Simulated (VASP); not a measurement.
LiRuPb:

```
Li Ru Pb
1.0
     4.91424    0.00000    0.00000
    -2.45712    4.25586    0.00000
     0.00000    0.00000    3.01243
Li Ru Pb
1 1 1
Direct
  0.66667 0.33333 0.50000
  0.00000 0.00000 0.00000
  0.33333 0.66667 0.50000
```

- Program: VASP 6.6.1
- Task: relaxation of cell and atoms
- Functional: PBE
- Potentials or basis: VASP PAW PBE potentials, release 64 (Li_sv, Ru_pv, Pb_d)
- Cutoff: 600 eV
- k mesh: 6 × 6 × 6
- Occupations: gaussian, width 0.1 eV
- Spin: no spin polarisation

At the start: pressure -10.7 GPa; volume 21.00 Å³/atom.

Question: How do energy, volume and symmetry change on relaxing?

Answer: Over 8 steps the energy falls by 205.9 meV/atom and the volume is 16.82 Å³/atom (-19.9 %); space group P-6m2 (No. 187, to 0.05 Å).

The path:
| step | energy change (eV) | largest force (eV/Å) | pressure (GPa) | volume (Å³) |
| --- | --- | --- | --- | --- |
| 1 | 0.0000 | 0.0000 | -10.72 | 63.00 |
| 2 | -0.5086 | 0.0000 | 0.74 | 51.03 |
| 3 | -0.5086 | 0.0000 | 0.79 | 51.03 |
| 4 | -0.6005 | 0.0000 | 1.44 | 49.94 |
| 5 | -0.6098 | 0.0000 | 2.00 | 49.49 |
| 6 | -0.6100 | 0.0000 | 2.19 | 49.37 |
| 7 | -0.6149 | 0.0000 | -1.29 | 51.14 |
| 8 | -0.6178 | 0.0000 | -0.03 | 50.45 |

Final structure:
```
Li Ru Pb
1.0
     4.39120    0.00000    0.00000
    -2.19560    3.80289    0.00000
     0.00000    0.00000    3.02127
Li Ru Pb
1 1 1
Direct
  0.66667 0.33333 0.50000
  0.00000 0.00000 0.00000
  0.33333 0.66667 0.50000
```

Caveat: the cutoff is under 1.25 times the usual one of these potentials, so pressure, stress and relaxed cells hold a basis-set (Pulay) error; the volume moved by over 15 % at a fixed basis, so the end points are rough.
